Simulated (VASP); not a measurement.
Input of a VASP 6.6.1 run:

Contents of INCAR:

```
SYSTEM = MgS
  PREC = Accurate
  ENCUT = 600
  EDIFF = 1E-6
  ISMEAR = 0
  SIGMA = 0.02
  LREAL = .FALSE.
  LASPH = .TRUE.
  NELM = 120
  ALGO = Normal
  ISIF = 2
  LWAVE = .FALSE.
  LCHARG = .TRUE.
  LELF = .TRUE.
  LVHAR = .TRUE.
  NBANDS = 16
  GGA_COMPAT = .FALSE.
```

The input KPOINTS:

```
Automatic mesh
0
G
  6 4 6
  0 0 0
```

The input POSCAR:

```
MgS
1.0
    4.0704577099      0.0000000000      0.0000000000
    0.0000000000      5.7564965014      0.0000000000
    0.0000000000      0.0000000000      3.8557154131
Mg S
2 2
Direct
    0.0000000000      0.0047351287      0.0000000000
    0.5000000000      0.5047351287      0.5000000000
    0.5000000000      0.2452648713      0.0000000000
    0.0000000000      0.7452648713      0.5000000000
```

Potentials or basis: VASP PAW LDA potentials, release 64 (Mg, S).

The run is started by

```sh
$ cat potpaw_LDA.64/Mg/POTCAR potpaw_LDA.64/S/POTCAR > POTCAR
$ mpirun -np 1 vasp_std > vasp.out
```

Problem. Estimate the pressure.

Solution. -2.2 GPa.

Problem. Predict the band gap on the k mesh.

Solution. 2.98 eV.

Stress tensor (GPa, compression positive):
```
-3.65  0.00  0.00
 0.00 -2.72  0.00
 0.00  0.00 -0.30
```

A k mesh can miss the band edges.
